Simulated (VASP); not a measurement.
# Cr (Im-3m) in VASP: a series of runs, part 2 of 2

VASP 6.6.1. The steps go on from the part before.

## 3. Single point, LDA, collinear spin, ferromagnetic start (volume scaled by 1.06)

Contents of INCAR:

```
SYSTEM = Cr
PREC     = Accurate       ! precision mode
ENCUT    = 520            ! plane-wave cutoff, eV
EDIFF    = 1E-6           ! SCF threshold, eV
ISMEAR   = -1             ! smearing method
SIGMA    = 0.05           ! smearing width, eV
LREAL    = .False.        ! projectors in reciprocal space
LASPH    = .True.         ! aspherical terms in the spheres
NELM     = 150            ! most SCF steps
ALGO     = Fast           ! electronic algorithm
ISIF     = 2              ! what is computed and relaxed
LWAVE    = .False.        ! write WAVECAR
LCHARG   = .False.        ! write CHGCAR
ISPIN    = 2              ! spin polarisation
MAGMOM   = 3              ! initial moments
LORBIT   = 11             ! projections on sites
LMAXMIX  = 4              ! l up to which the mixer works
NBANDS   = 16             ! bands
```

Contents of KPOINTS:

```
Automatic mesh
0
Gamma
  12 12 12
  0 0 0
```

Contents of POSCAR:

```
Cr
1.0
   -1.5135639255      1.5135639255      1.5135639255
    1.5135639255     -1.5135639255      1.5135639255
    1.5135639255      1.5135639255     -1.5135639255
Cr
1
Direct
    0.0000000000      0.0000000000      0.0000000000
```

Potentials or basis: VASP PAW LDA potentials, release 64 (Cr_pv).

Launch:

```
cat potpaw_LDA.64/Cr_pv/POTCAR > POTCAR
mpirun -np 1 vasp_std > vasp.out
```

OUTCAR:

```text
SYSTEM = Cr
   PREC = Accurate
   ENCUT = 520
   EDIFF = 1E-6
   ISMEAR = -1
   LREAL = .False.
   LASPH = .True.
   NELM = 150
   ISIF = 2
   ISPIN = 2
   LORBIT = 11

 ion  position               nearest neighbor table
   1  0.000  0.000  0.000-

  LATTYP: Found a body centered cubic cell.
 ALAT       =     3.0271278510

  Lattice vectors:

 A1 = (  -1.5135639255,   1.5135639255,   1.5135639255)
 A2 = (   1.5135639255,  -1.5135639255,   1.5135639255)
 A3 = (   1.5135639255,   1.5135639255,  -1.5135639255)

Analysis of symmetry for initial positions (statically):
=====================================================================
 Subroutine PRICEL returns:
 Original cell was already a primitive cell.

 Routine SETGRP: Setting up the symmetry group for a
 body centered cubic supercell.

 Subroutine GETGRP returns: Found 48 space group operations
 (whereof 48 operations were pure point group operations)
 out of a pool of 48 trial point group operations.

The static configuration has the point symmetry O_h .

Analysis of symmetry for dynamics (positions and initial velocities):
=====================================================================
 Subroutine PRICEL returns:
 Original cell was already a primitive cell.

 Routine SETGRP: Setting up the symmetry group for a
 body centered cubic supercell.

 Subroutine GETGRP returns: Found 48 space group operations
 (whereof 48 operations were pure point group operations)
 out of a pool of 48 trial point group operations.

The dynamic configuration has the point symmetry O_h .

Analysis of structural, dynamic, and magnetic symmetry:
=====================================================================
 Subroutine PRICEL returns:
 Original cell was already a primitive cell.

 Routine SETGRP: Setting up the symmetry group for a
 body centered cubic supercell.

 Subroutine GETGRP returns: Found 48 space group operations
 (whereof 48 operations were pure point group operations)
 out of a pool of 48 trial point group operations.
[... 135 lines left out ...]
   NGX =  9   NGY =  9   NGZ =  9

 number of electron      11.9999988 magnetization      -0.0000787

 number of electron      11.9999988 magnetization       0.0000039

 Free energy of the ion-electron system (eV)
  ---------------------------------------------------
  ext. energy  EPLUGINS =         0.00000000
  ---------------------------------------------------
  free energy    TOTEN  =       -10.11912174 eV

  energy without entropy =      -10.11253526  energy(sigma->0) =      -10.11582850

 E-fermi :   8.3316     XC(G=0): -12.9593

 val. band max:        8.2808133951   @ k =   0.1667   0.0000   0.0000
 cond. band min:       8.3675610479   @ k =   0.4167   0.0833   0.0000
 fundamental gap:      0.0867476528
 Fermi energy:         8.3316082970

 spin component 1

 k-point     1 :       0.0000    0.0000    0.0000
  band No.  band energies     occupation
      1     -34.1611      1.00000
      2     -34.1611      1.00000
      3     -34.1611      1.00000
      4       1.2658      1.00000
      5       7.6615      1.00000
      6       7.6615      1.00000
[... 435 lines left out ...]
      5       6.4018      1.00000
      6       8.1590      0.96931
[... 8 lines left out ...]
     15      36.2618      0.00000
     16      37.9667      0.00000

 [... further k-points ...]

 spin component 2

 k-point     1 :       0.0000    0.0000    0.0000
  band No.  band energies     occupation
      1     -34.1611      1.00000
      2     -34.1611      1.00000
      3     -34.1611      1.00000
      4       1.2659      1.00000
      5       7.6614      1.00000
      6       7.6614      1.00000
[... 435 lines left out ...]
      5       6.4017      1.00000
      6       8.1590      0.96928
[... 8 lines left out ...]
     15      36.2619      0.00000
     16      37.9667      0.00000

 [... further k-points ...]

------------------------ aborting loop because EDIFF is reached ----------------------------------------

  FORCE on cell =-STRESS in cart. coord.  units (eV):
  Direction    XX          YY          ZZ          XY          YZ          ZX
  --------------------------------------------------------------------------------------
  -------------------------------------------------------------------------------------
  Total       -3.7892563     -3.7892563     -3.7892563      0.0000000     -0.0000000      0.0000000
  in kB     -437.7259287   -437.7259287   -437.7259287      0.0000000     -0.0000000      0.0000000
  external PRESSURE =    -437.7259287 kB  Pullay stress =       0.0000000 kB

 VOLUME and BASIS-vectors are now :
 -----------------------------------------------------------------------------
  energy-cutoff  :      520.00
  volume of cell :       13.87
      direct lattice vectors                 reciprocal lattice vectors
    -1.513563925  1.513563925  1.513563925     0.000000000  0.330346140  0.330346140
     1.513563925 -1.513563925  1.513563925     0.330346140  0.000000000  0.330346140
     1.513563925  1.513563925 -1.513563925     0.330346140  0.330346140  0.000000000

 POSITION                                       TOTAL-FORCE (eV/Angst)
 -----------------------------------------------------------------------------------
      0.00000      0.00000      0.00000        -0.000000     -0.000000      0.000000
 -----------------------------------------------------------------------------------
    total drift:                                0.000000     -0.000000      0.000000

  FREE ENERGIE OF THE ION-ELECTRON SYSTEM (eV)
  ---------------------------------------------------
  free  energy   TOTEN  =       -10.1191217433 eV

  energy  without entropy=      -10.1125352617  energy(sigma->0) =      -10.11582850

 total charge

# of ion       s       p       d       tot
------------------------------------------
    1        0.372   6.292   4.069  10.734

 magnetization (x)

# of ion       s       p       d       tot
------------------------------------------
    1        0.000  -0.000  -0.000  -0.000
```

OSZICAR:

```text
N       E                     dE             d eps       ncg     rms          rms(c)
DAV:   1     0.843877643403E+02    0.84388E+02   -0.62130E+03  4656   0.823E+02
DAV:   2    -0.917093873553E+01   -0.93559E+02   -0.88769E+02  4936   0.244E+02
DAV:   3    -0.108100545055E+02   -0.16391E+01   -0.16353E+01  5432   0.361E+01
DAV:   4    -0.108172707574E+02   -0.72163E-02   -0.72162E-02  5248   0.239E+00
DAV:   5    -0.108173394062E+02   -0.68649E-04   -0.68650E-04  5448   0.211E-01    0.160E+01
RMM:   6    -0.101254099226E+02    0.69193E+00   -0.24071E+00  5417   0.143E+01    0.303E+00
RMM:   7    -0.101311953868E+02   -0.57855E-02   -0.68457E-02  5271   0.240E+00    0.149E+00
RMM:   8    -0.101233089006E+02    0.78865E-02   -0.47517E-03  5639   0.724E-01    0.763E-01
RMM:   9    -0.101190346581E+02    0.42742E-02   -0.18117E-03  5542   0.478E-01    0.255E-01
RMM:  10    -0.101191089199E+02   -0.74262E-04   -0.28311E-04  5399   0.194E-01    0.305E-02
RMM:  11    -0.101191189572E+02   -0.10037E-04   -0.38764E-05  5526   0.690E-02    0.149E-02
RMM:  12    -0.101191214997E+02   -0.25425E-05   -0.75319E-06  4643   0.295E-02    0.665E-03
RMM:  13    -0.101191217433E+02   -0.24362E-06   -0.19026E-06  3771   0.142E-02
   1 F= -.10119122E+02 E0= -.10115829E+02  d E =-.658648E-02  mag=    -0.0000
```

stdout:

```text
POSCAR found type information on POSCAR Cr
 POSCAR found :  1 types and       1 ions
 scaLAPACK will be used
 LDA part: xc-table for (Slater(with rela. corr.)+CA(PZ))
 , standard interpolation
 POSCAR, INCAR and KPOINTS ok, starting setup
 FFT: planning ... GRIDC
 FFT: planning ... GRID_SOFT
 FFT: planning ... GRID
 WAVECAR not read
 entering main loop
```

It took 25 s on 1 thread of Intel Xeon Platinum 8259CL at 2.50GHz (Skylake/Cascade Lake), shared host; peak memory 0.13 GiB.

Results:

| Item | Value |
| --- | --- |
| Free energy | -10.1191 eV |
| Pressure | -43.8 GPa |
| Band gap on the k mesh | zero (filled and empty bands overlap) |
| Net moment | 0.00 μB per cell |
| Valence electrons inside the program's atomic spheres | Cr 10.73 |

Caveat: the cell differs from its parent crystal (volume scaled by 1.06); the starting moments collapsed, and a magnetic state may lie lower.

## 4. Single point, PBEsol+D3(BJ), collinear spin, ferromagnetic start

This run uses another cell than the first one, of 10.86 Å³/atom, 0.798 times its volume.

Contents of INCAR:

```
SYSTEM = Cr
PREC = Accurate
ENCUT = 520
EDIFF = 1E-6
ISMEAR = -1
SIGMA = 0.05
LREAL = .FALSE.
LASPH = .TRUE.
NELM = 150
ALGO = Normal
ISIF = 2
LWAVE = .FALSE.
LCHARG = .FALSE.
ISPIN = 2
MAGMOM = 3
LORBIT = 11
LMAXMIX = 4
GGA = PS
IVDW = 12
NBANDS = 16
```

Contents of KPOINTS:

```
regular mesh
0
G
  12 12 12
  0 0 0
```

Contents of POSCAR:

```
Cr
1.0
   -1.3949305327      1.3949305327      1.3949305327
    1.3949305327     -1.3949305327      1.3949305327
    1.3949305327      1.3949305327     -1.3949305327
Cr
1
Direct
    0.0000000000      0.0000000000      0.0000000000
```

Potentials or basis: VASP PAW PBE potentials, release 64 (Cr_pv).

Launch:

```
cat potpaw_PBE.64/Cr_pv/POTCAR > POTCAR
mpirun -np 1 vasp_std > vasp.out
```

It took 10 s on 1 thread of Intel Xeon 6975P-C (Granite Rapids), shared host; peak memory 0.14 GiB.

It converged, with:

```yaml
Free_energy: -10.7314 eV
Pressure: -0.6 GPa
Band_gap_on_the_k_mesh: zero (filled and empty bands overlap)
Net_moment: 0.00 μB per cell
Valence_electrons_inside_the_program's_atomic_spheres: Cr 11.20
Dispersion_energy_per_atom: -0.488 eV
```

Levels at points of the mesh, in eV from the Fermi level:
Spin up:
```tsv
k point	band 2	band 3	band 4	band 5	band 6	band 7	band 8	band 9	band 10	band 11
(0.00, 0.00, 0.00)	-42.46	-42.46	-8.09	-0.97	-0.97	-0.97	1.23	1.23	7.17	22.77
(0.50, 0.00, 0.00)	-42.81	-42.47	-4.76	-2.67	1.26	1.29	1.61	3.15	7.16	10.71
(0.50, 0.50, 0.50)	-43.23	-43.23	-4.73	-4.73	2.72	2.72	2.72	7.16	11.16	11.16
```
Spin down:
```csv
k point,band 3,band 4,band 5,band 6,band 7,band 8,band 9,band 10
"(0.00, 0.00, 0.00)",-42.46,-8.10,-0.97,-0.97,-0.97,1.23,1.23,7.17
"(0.50, 0.00, 0.00)",-42.47,-4.76,-2.67,1.26,1.28,1.61,3.15,7.16
"(0.50, 0.50, 0.50)",-43.23,-4.73,-4.73,2.72,2.72,2.72,7.16,11.16
```

Caveat: the starting moments collapsed, and a magnetic state may lie lower; the PAW data sets were made with another functional, which shifts forces and pressure a little; pairwise dispersion overbinds metals, which lowers pressure and volume.
